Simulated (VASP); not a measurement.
# Pd (Fm-3m) in VASP: further runs

Runs on Pd. Level: PBE. Tasks: single point.

Program: VASP 6.6.1. These are calculated values, not measurements. Logs are shortened: lines on timing, memory, paths and dates and some standing lists are left out, and cuts for length are marked.

## Step 1: The cell of the first run

The structure is cubic, space group Fm-3m (No. 225). The conventional cell has a = 3.947 Å, b = 3.947 Å, c = 3.947 Å, α = 90.00°, β = 90.00°, γ = 90.00°. Pd (site symmetry m-3m) has 12 Pd at 2.79 Å within 3.7 Å.

## Step 2: Single point, PBE, collinear spin, ferromagnetic start

File INCAR:

```
SYSTEM = Pd
ALGO = Normal
EDIFF = 1E-6
ENCUT = 520
GGA = PE
ISIF = 2
ISMEAR = -1
ISPIN = 2
LASPH = .TRUE.
LCHARG = .FALSE.
LMAXMIX = 4
LORBIT = 11
LREAL = .FALSE.
LWAVE = .FALSE.
MAGMOM = 0.288
NBANDS = 15
NELM = 150
PREC = Accurate
SIGMA = 0.05
```

File KPOINTS:

```
k-points
0
G
  15 15 15
  0 0 0
```

File POSCAR:

```
Pd
1.0
    0.0000000000      1.9737080107      1.9737080107
    1.9737080107      0.0000000000      1.9737080107
    1.9737080107      1.9737080107      0.0000000000
Pd
1
Direct
    0.0000000000      0.0000000000      0.0000000000
```

Potentials or basis: VASP PAW PBE potentials, release 64 (Pd).

Command:

```bash
cat potpaw_PBE.64/Pd/POTCAR > POTCAR
mpirun -np 1 vasp_std > vasp.out
```

OUTCAR:

```text
SYSTEM = Pd
   EDIFF = 1E-6
   ENCUT = 520
   GGA = PE
   ISIF = 2
   ISMEAR = -1
   ISPIN = 2
   LASPH = .TRUE.
   LORBIT = 11
   LREAL = .FALSE.
   NELM = 150
   PREC = Accurate

 ion  position               nearest neighbor table
   1  0.000  0.000  0.000-

  LATTYP: Found a face centered cubic cell.
 ALAT       =     3.9474160214

  Lattice vectors:

 A1 = (   0.0000000000,   1.9737080107,   1.9737080107)
 A2 = (   1.9737080107,   0.0000000000,   1.9737080107)
 A3 = (   1.9737080107,   1.9737080107,   0.0000000000)

Analysis of symmetry for initial positions (statically):
=====================================================================
 Subroutine PRICEL returns:
 Original cell was already a primitive cell.

 Routine SETGRP: Setting up the symmetry group for a
 face centered cubic supercell.

 Subroutine GETGRP returns: Found 48 space group operations
 (whereof 48 operations were pure point group operations)
 out of a pool of 48 trial point group operations.

The static configuration has the point symmetry O_h .

Analysis of symmetry for dynamics (positions and initial velocities):
=====================================================================
 Subroutine PRICEL returns:
 Original cell was already a primitive cell.

 Routine SETGRP: Setting up the symmetry group for a
 face centered cubic supercell.

 Subroutine GETGRP returns: Found 48 space group operations
 (whereof 48 operations were pure point group operations)
 out of a pool of 48 trial point group operations.

The dynamic configuration has the point symmetry O_h .

Analysis of structural, dynamic, and magnetic symmetry:
=====================================================================
 Subroutine PRICEL returns:
 Original cell was already a primitive cell.

 Routine SETGRP: Setting up the symmetry group for a
 face centered cubic supercell.

 Subroutine GETGRP returns: Found 48 space group operations
 (whereof 48 operations were pure point group operations)
 out of a pool of 48 trial point group operations.

The overall configuration has the point symmetry O_h .

 Subroutine INISYM returns: Found 48 space group operations
 (whereof 48 operations are pure point group operations),
 and found     1 'primitive' translations

----------------------------------------------------------------------------------------

                                     Primitive cell

  volume of cell :      15.3773

  direct lattice vectors                    reciprocal lattice vectors
     0.000000000  1.973708011  1.973708011    -0.253330278  0.253330278  0.253330278
     1.973708011  0.000000000  1.973708011     0.253330278 -0.253330278  0.253330278
     1.973708011  1.973708011  0.000000000     0.253330278  0.253330278 -0.253330278

[... 117 lines left out ...]
   NGX = 11   NGY = 11   NGZ = 11

 number of electron      10.0000000 magnetization       0.0503914

 Free energy of the ion-electron system (eV)
  ---------------------------------------------------
  ext. energy  EPLUGINS =         0.00000000
  ---------------------------------------------------
  free energy    TOTEN  =        -5.23093045 eV

  energy without entropy =       -5.21230870  energy(sigma->0) =       -5.22161957

 E-fermi :   9.0793     XC(G=0): -12.9276

 val. band max:        9.0783247347   @ k =  -0.4667   0.3333   0.0667
 cond. band min:       9.1013320230   @ k =   0.4667   0.2000   0.0000
 fundamental gap:      0.0230072884
 Fermi energy:         9.0793218171

 spin component 1

 k-point     1 :       0.0000    0.0000    0.0000
  band No.  band energies     occupation
      1       2.2731      1.00000
      2       6.4141      1.00000
      3       6.4141      1.00000
      4       6.4141      1.00000
      5       7.9213      1.00000
      6       7.9213      1.00000
      7      26.2608      0.00000
      8      30.8011      0.00000
      9      30.8011      0.00000
     10      30.8011      0.00000
     11      35.3781      0.00000
     12      36.0981      0.00000
     13      38.8619      0.00000
     14      38.8619      0.00000
[... 403 lines left out ...]
      4       6.9505      1.00000
      5       7.4785      1.00000
      6       8.1850      1.00000
      7      26.8471      0.00000
      8      27.7228      0.00000
      9      29.2861      0.00000
     10      30.1772      0.00000
     11      35.1537      0.00000
     12      35.9391      0.00000
     13      36.9024      0.00000
     14      37.3454      0.00000
     15      39.9556      0.00000

 [... further k-points ...]

 spin component 2

 k-point     1 :       0.0000    0.0000    0.0000
  band No.  band energies     occupation
      1       2.2743      1.00000
      2       6.4543      1.00000
      3       6.4543      1.00000
      4       6.4543      1.00000
      5       7.9545      1.00000
      6       7.9545      1.00000
      7      26.2588      0.00000
      8      30.8002      0.00000
      9      30.8002      0.00000
     10      30.8002      0.00000
     11      35.4265      0.00000
     12      36.1082      0.00000
     13      38.8691      0.00000
     14      38.8691      0.00000
[... 403 lines left out ...]
      4       6.9912      1.00000
      5       7.5108      1.00000
      6       8.2189      1.00000
      7      26.8508      0.00000
      8      27.7223      0.00000
      9      29.2910      0.00000
     10      30.1790      0.00000
     11      35.1938      0.00000
     12      35.9771      0.00000
     13      36.9077      0.00000
     14      37.3564      0.00000
     15      39.9627      0.00000

 [... further k-points ...]
[... 5 lines left out ...]
  --------------------------------------------------------------------------------------
  -------------------------------------------------------------------------------------
  Total       -0.0946838     -0.0946838     -0.0946838      0.0000000     -0.0000000      0.0000000
  in kB       -9.8652384     -9.8652384     -9.8652384      0.0000000     -0.0000000      0.0000000
  external PRESSURE =      -9.8652384 kB  Pullay stress =       0.0000000 kB

 VOLUME and BASIS-vectors are now :
 -----------------------------------------------------------------------------
  energy-cutoff  :      520.00
  volume of cell :       15.38
      direct lattice vectors                 reciprocal lattice vectors
     0.000000000  1.973708011  1.973708011    -0.253330278  0.253330278  0.253330278
     1.973708011  0.000000000  1.973708011     0.253330278 -0.253330278  0.253330278
     1.973708011  1.973708011  0.000000000     0.253330278  0.253330278 -0.253330278

 POSITION                                       TOTAL-FORCE (eV/Angst)
 -----------------------------------------------------------------------------------
      0.00000      0.00000      0.00000        -0.000000      0.000000      0.000000
 -----------------------------------------------------------------------------------
    total drift:                               -0.000000      0.000000      0.000000

  FREE ENERGIE OF THE ION-ELECTRON SYSTEM (eV)
  ---------------------------------------------------
  free  energy   TOTEN  =        -5.2309304455 eV

  energy  without entropy=       -5.2123086990  energy(sigma->0) =       -5.22161957

 total charge

# of ion       s       p       d       tot
------------------------------------------
    1        0.470   0.436   8.450   9.356

 magnetization (x)

# of ion       s       p       d       tot
------------------------------------------
    1       -0.001  -0.002   0.052   0.050
```

OSZICAR:

```text
N       E                     dE             d eps       ncg     rms          rms(c)
DAV:   1     0.468136983856E+02    0.46814E+02   -0.45512E+03  7240   0.587E+02
DAV:   2    -0.466594847279E+01   -0.51480E+02   -0.49125E+02  9237   0.159E+02
DAV:   3    -0.549438920674E+01   -0.82844E+00   -0.82322E+00  9454   0.200E+01
DAV:   4    -0.549704674349E+01   -0.26575E-02   -0.26574E-02  8620   0.120E+00
DAV:   5    -0.549706573623E+01   -0.18993E-04   -0.18992E-04  9492   0.905E-02    0.691E+00
DAV:   6    -0.524303311312E+01    0.25403E+00   -0.10049E+00 10175   0.626E+00    0.336E+00
DAV:   7    -0.523417076205E+01    0.88624E-02   -0.84918E-03  9785   0.596E-01    0.183E+00
DAV:   8    -0.523078526343E+01    0.33855E-02   -0.87797E-04  9951   0.169E-01    0.432E-01
DAV:   9    -0.523084839455E+01   -0.63131E-04   -0.60019E-05  8954   0.511E-02    0.412E-02
DAV:  10    -0.523085724841E+01   -0.88539E-05   -0.15946E-05 10052   0.228E-02    0.227E-02
DAV:  11    -0.523086985784E+01   -0.12609E-04   -0.13495E-05  9245   0.167E-02    0.199E-02
DAV:  12    -0.523087650409E+01   -0.66462E-05   -0.53202E-06  9265   0.107E-02    0.178E-02
DAV:  13    -0.523089769788E+01   -0.21194E-04   -0.91004E-05 10140   0.441E-02    0.167E-02
DAV:  14    -0.523092952512E+01   -0.31827E-04   -0.48671E-04 10294   0.101E-01    0.897E-03
DAV:  15    -0.523093044554E+01   -0.92042E-06   -0.32141E-06  8174   0.143E-02
   1 F= -.52309304E+01 E0= -.52216196E+01  d E =-.186217E-01  mag=     0.0300
```

stdout:

```text
POSCAR found type information on POSCAR Pd
 POSCAR found :  1 types and       1 ions
 scaLAPACK will be used
 LDA part: xc-table for (Slater+PW92), standard interpolation
 POSCAR, INCAR and KPOINTS ok, starting setup
 FFT: planning ... GRIDC
 FFT: planning ... GRID_SOFT
 FFT: planning ... GRID
 WAVECAR not read
 entering main loop
```

Run time: 84 s. Hardware: 1 thread of Intel Xeon 8259CL, shared host; peak memory 0.18 GiB.

Results:

```
Free energy                                           : -5.2309 eV
Pressure                                              : -1.0 GPa
Net moment                                            : 0.05 μB per cell
Site moments                                          : Pd +0.05 μB
Valence electrons inside the program's atomic spheres : Pd 9.36
```

Levels at points of the mesh, in eV from the Fermi level:
Spin up:
| k point | band 3 | band 4 | band 5 | band 6 | band 7 | band 8 |
| --- | --- | --- | --- | --- | --- | --- |
| (0.00, 0.00, 0.00) | -2.67 | -2.67 | -1.16 | -1.16 | 17.18 | 21.72 |
Spin down:
```tsv
k point	band 1	band 2	band 3	band 4	band 5	band 6	band 7	band 8	band 9	band 10
(0.00, 0.00, 0.00)	-6.81	-2.63	-2.63	-2.63	-1.12	-1.12	17.18	21.72	21.72	21.72
```

## Step 3: Single point, PBE, collinear spin, ferromagnetic start

File INCAR:

```
SYSTEM = Pd
ALGO = Normal
EDIFF = 1E-6
ENCUT = 520
GGA = PE
ISIF = 2
ISMEAR = -1
ISPIN = 2
LASPH = .True.
LCHARG = .False.
LMAXMIX = 4
LORBIT = 11
LREAL = .False.
LWAVE = .False.
MAGMOM = 0.288
NBANDS = 15
NELM = 150
PREC = Accurate
SIGMA = 0.05
```

File KPOINTS:

```
k-points
0
Gamma
  20 20 20
  0 0 0
```

POSCAR is that of step 2.

Potentials or basis: VASP PAW PBE potentials, release 64 (Pd).

Command:

```bash
cat potpaw_PBE.64/Pd/POTCAR > POTCAR
mpirun -np 1 vasp_std > vasp.out
```

Run time: 2.8 min. Hardware: 1 thread of Intel Xeon 8259CL, shared host; peak memory 0.22 GiB.

It converged, with:

```yaml
Free_energy: -5.2262 eV
Pressure: -0.6 GPa
Net_moment: 0.29 μB per cell
Site_moments: Pd +0.29 μB
Valence_electrons_inside_the_program's_atomic_spheres: Pd 9.36
```

Levels at points of the mesh, in eV from the Fermi level:
Spin up:
```tsv
k point	band 1	band 2	band 3	band 4	band 5	band 6	band 7	band 8	band 9	band 10
(0.00, 0.00, 0.00)	-6.84	-2.78	-2.78	-2.78	-1.26	-1.26	17.15	21.69	21.69	21.69
(0.50, 0.00, 0.00)	-5.07	-2.80	-2.80	-0.16	-0.16	1.10	6.91	16.51	20.66	20.66
(0.50, 0.50, 0.00)	-5.12	-4.88	-0.17	0.12	0.12	3.34	10.28	12.96	12.96	20.93
```
Spin down:
| k point | band 2 | band 3 | band 4 | band 5 | band 6 | band 7 | band 8 | band 9 |
| --- | --- | --- | --- | --- | --- | --- | --- | --- |
| (0.00, 0.00, 0.00) | -2.56 | -2.56 | -2.56 | -1.07 | -1.07 | 17.15 | 21.69 | 21.69 |
| (0.50, 0.00, 0.00) | -2.62 | -2.62 | 0.07 | 0.07 | 1.09 | 7.06 | 16.49 | 20.71 |
| (0.50, 0.50, 0.00) | -4.70 | 0.03 | 0.38 | 0.38 | 3.35 | 10.38 | 12.98 | 12.98 |

## Step 4: Single point, PBE, collinear spin, ferromagnetic start

File INCAR:

```
PREC = Accurate ; ENCUT = 520
EDIFF = 1E-7 ; ISMEAR = -1
SIGMA = 0.05 ; LREAL = False
LASPH = True ; NELM = 150
ALGO = Normal ; ISIF = 2
LWAVE = False ; LCHARG = False
ISPIN = 2 ; MAGMOM = 0.288
LORBIT = 11 ; LMAXMIX = 4
GGA = PE ; NBANDS = 15
```

File KPOINTS:

```
Automatic mesh
0
Gamma
  22 22 22
```

POSCAR is that of step 3.

Command:

```bash
cat potpaw_PBE.64/Pd/POTCAR > POTCAR
mpirun -np 1 vasp_std > vasp.out
```

Run time: 3.6 min. Hardware: 1 thread of Intel Xeon 8259CL, shared host; peak memory 0.24 GiB.

The run converged. Its results:

- Free energy: -5.2259 eV
- Pressure: -0.6 GPa
- Net moment: 0.28 μB per cell
- Site moments: Pd +0.28 μB
- Valence electrons inside the program's atomic spheres: Pd 9.36

Levels at points of the mesh, in eV from the Fermi level:
Spin up:
| k point | band 2 | band 3 | band 4 | band 5 | band 6 | band 7 | band 8 | band 9 |
| --- | --- | --- | --- | --- | --- | --- | --- | --- |
| (0.00, 0.00, 0.00) | -2.79 | -2.79 | -2.79 | -1.26 | -1.26 | 17.14 | 21.68 | 21.68 |
| (0.50, 0.00, 0.00) | -2.81 | -2.81 | -0.16 | -0.16 | 1.08 | 6.90 | 16.49 | 20.65 |
| (0.50, 0.50, 0.00) | -4.89 | -0.17 | 0.11 | 0.11 | 3.33 | 10.28 | 12.95 | 12.95 |
Spin down:
| k point | band 3 | band 4 | band 5 | band 6 | band 7 | band 8 |
| --- | --- | --- | --- | --- | --- | --- |
| (0.00, 0.00, 0.00) | -2.56 | -2.56 | -1.08 | -1.08 | 17.14 | 21.68 |
| (0.50, 0.00, 0.00) | -2.63 | 0.06 | 0.06 | 1.08 | 7.05 | 16.48 |
| (0.50, 0.50, 0.00) | 0.02 | 0.37 | 0.37 | 3.34 | 10.37 | 12.97 |

## Step 5: Single point, PBE, collinear spin, ferromagnetic start

File INCAR:

```
SYSTEM = Pd
ALGO = Normal
EDIFF = 1E-6
ENCUT = 520
GGA = PE
ISIF = 2
ISMEAR = 0
ISPIN = 2
LASPH = .True.
LCHARG = .True.
LELF = .True.
LMAXMIX = 4
LORBIT = 11
LREAL = .False.
LVHAR = .True.
LWAVE = .False.
MAGMOM = 0.288
NBANDS = 15
NELM = 150
PREC = Accurate
SIGMA = 0.01
```

File KPOINTS:

```
k-points
0
Gamma
  14 14 14
  0 0 0
```

POSCAR is that of step 4.

Command:

```bash
cat potpaw_PBE.64/Pd/POTCAR > POTCAR
mpirun -np 1 vasp_std > vasp.out
```

Wall time 26 s (1 thread of Intel Xeon 6975P-C, shared host); peak memory 0.17 GiB.

Results (log left out):

- Free energy: -5.2138 eV
- Pressure: -0.4 GPa
- Net moment: 0.46 μB per cell
- Site moments: Pd +0.45 μB
- Valence electrons inside the program's atomic spheres: Pd 9.36

Levels at points of the mesh, in eV from the Fermi level:
Spin up:
```csv
k point,band 2,band 3,band 4,band 5,band 6,band 7,band 8,band 9
"(0.00, 0.00, 0.00)",-2.87,-2.87,-2.87,-1.34,-1.34,17.11,21.65,21.65
"(0.50, 0.00, 0.00)",-2.89,-2.89,-0.25,-0.25,1.06,6.84,16.47,20.61
"(0.50, 0.50, 0.00)",-4.97,-0.25,0.02,0.02,3.29,10.22,12.91,12.91
```
Spin down:
| k point | band 3 | band 4 | band 5 | band 6 | band 7 | band 8 |
| --- | --- | --- | --- | --- | --- | --- |
| (0.00, 0.00, 0.00) | -2.52 | -2.52 | -1.05 | -1.05 | 17.14 | 21.67 |
| (0.50, 0.00, 0.00) | -2.59 | 0.11 | 0.11 | 1.07 | 7.07 | 16.47 |
| (0.50, 0.50, 0.00) | 0.05 | 0.43 | 0.43 | 3.33 | 10.38 | 12.97 |

## Step 6: Overview

| k mesh | smearing | gap on the mesh (eV) | pressure (GPa) | moment (μB) |
| --- | --- | --- | --- | --- |
| 15 × 15 × 15 | fermi-dirac 0.05 eV | none | -1.0 | 0.05 |
| 20 × 20 × 20 | fermi-dirac 0.05 eV | none | -0.6 | 0.29 |
| 22 × 22 × 22 | fermi-dirac 0.05 eV | none | -0.6 | 0.28 |
| 14 × 14 × 14 | gaussian 0.01 eV | none | -0.4 | 0.46 |

Alike in all rows: task single point; level PBE; potentials or basis VASP PAW PBE potentials, release 64 (Pd); spin collinear, ferromagnetic start; cell as given; cutoff (eV) 520.

Every run on the cell as given and a fine mesh finds a metal.

Absolute energies hang on the potentials; compare differences alone.
